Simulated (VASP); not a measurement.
BaTiO3:

```
Ba Ti O
1.0
     3.99980    0.00000    0.00000
     0.00000    3.99980    0.00000
     0.00000    0.00000    4.01800
Ba Ti O
1 1 3
Direct
  0.00000 0.00000 0.00000
  0.50000 0.50000 0.48200
  0.50000 0.50000 0.01600
  0.50000 0.00000 0.51500
  0.00000 0.50000 0.51500
```

| Item | Value |
| --- | --- |
| Program | VASP 6.6.1 |
| Task | relaxation of cell and atoms |
| Functional | PBE |
| Potentials or basis | VASP PAW PBE potentials, release 64 (Ba_sv, Ti_sv, O) |
| Cutoff | 600 eV |
| k mesh | 8 × 8 × 8 |
| Occupations | gaussian, width 0.02 eV |
| Spin | no spin polarisation |

At the start: pressure 4.3 GPa; volume 12.86 Å³/atom.

Question: Where does the relaxation end?

Answer: Over 19 steps the energy falls by 11.4 meV/atom and the volume is 13.49 Å³/atom (+4.9 %); space group P4mm (No. 99, to 0.1 Å) before and after.

The path:
```
step  energy change (eV)  largest force (eV/Å)  pressure (GPa)  volume (Å³)
   1              0.0000                0.3080            4.28        64.28
   2             -0.0147                0.5160           -3.39        67.53
   3             -0.0275                0.4276           -0.46        66.18
   4             -0.0374                0.2293           -0.15        66.27
   5             -0.0424                0.1322            0.38        66.40
   6             -0.0488                0.1412           -0.07        66.83
   7             -0.0527                0.1553           -0.64        67.55
   8             -0.0531                0.2520            1.20        67.09
   9             -0.0549                0.1080            0.32        67.30
  10             -0.0565                0.0705           -0.07        67.49
  11             -0.0565                0.0704           -0.10        67.49
  12             -0.0570                0.0481            0.10        67.42
  13             -0.0570                0.0510            0.14        67.41
  14             -0.0569                0.0543           -0.26        67.55
  15             -0.0571                0.0106           -0.03        67.47
  16             -0.0571                0.0099           -0.03        67.47
  17             -0.0571                0.0060            0.02        67.45
  18             -0.0571                0.0054            0.03        67.45
  19             -0.0571                0.0046            0.03        67.45
```

Final structure:
```yaml
crystal:
  lattice:
    - [3.99494, 0.00000, 0.00000]
    - [0.00000, 3.99494, 0.00000]
    - [0.00000, 0.00000, 4.22636]
  atoms:
    - { symbol: Ba, position: [0.00000, 0.00000, 0.98703] }
    - { symbol: Ti, position: [0.50000, 0.50000, 0.46846] }
    - { symbol: O, position: [0.50000, 0.50000, 0.03900] }
    - { symbol: O, position: [0.50000, 0.00000, 0.51675] }
    - { symbol: O, position: [0.00000, 0.50000, 0.51675] }
```
